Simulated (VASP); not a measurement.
Input of a VASP 6.6.1 run:

File INCAR:

```
SYSTEM = BaTe
ALGO = Normal ; EDIFF = 1E-6
ENCUT = 520 ; GGA = CA
ISIF = 2 ; ISMEAR = 0
LASPH = .True. ; LCHARG = .False.
LREAL = .False. ; LWAVE = .False.
NBANDS = 15 ; NELM = 80
PREC = Accurate ; SIGMA = 0.05
```

The input KPOINTS:

```
k-points
0
Gamma
  8 8 8
  0 0 0
```

File POSCAR:

```
BaTe
1.0
    0.0000000000      3.4100000000      3.4100000000
    3.4100000000      0.0000000000      3.4100000000
    3.4100000000      3.4100000000      0.0000000000
Ba Te
1 1
Direct
    0.0000000000      0.0000000000      0.0000000000
    0.4576722677      0.4576722677      0.4576722677
```

Potentials or basis: VASP PAW LDA potentials, release 64 (Ba_sv, Te).

The run is started by

```bash
$ cat potpaw_LDA.64/Ba_sv/POTCAR potpaw_LDA.64/Te/POTCAR > POTCAR
$ mpirun -np 1 vasp_std > vasp.out
```

Problem. Predict the largest force.

Solution. 1.421 eV/Å.

Problem. Estimate the band gap on the k mesh.

Solution. 2.17 eV, indirect (least direct gap 2.26 eV).

Stress tensor (GPa, compression positive):
```
 3.53 -1.01 -1.01
-1.01  3.53 -1.01
-1.01 -1.01  3.53
```

Caveat: the cell differs from its parent crystal (all Te atoms moved -0.500 Å, as atom 2 along Cartesian [1 1 1]); spin-orbit coupling is left out, which moves the levels of the heavy elements; forces of over 1 eV/Å act on the atoms, so gaps and moduli don't describe the material at rest. A k mesh can miss the band edges.
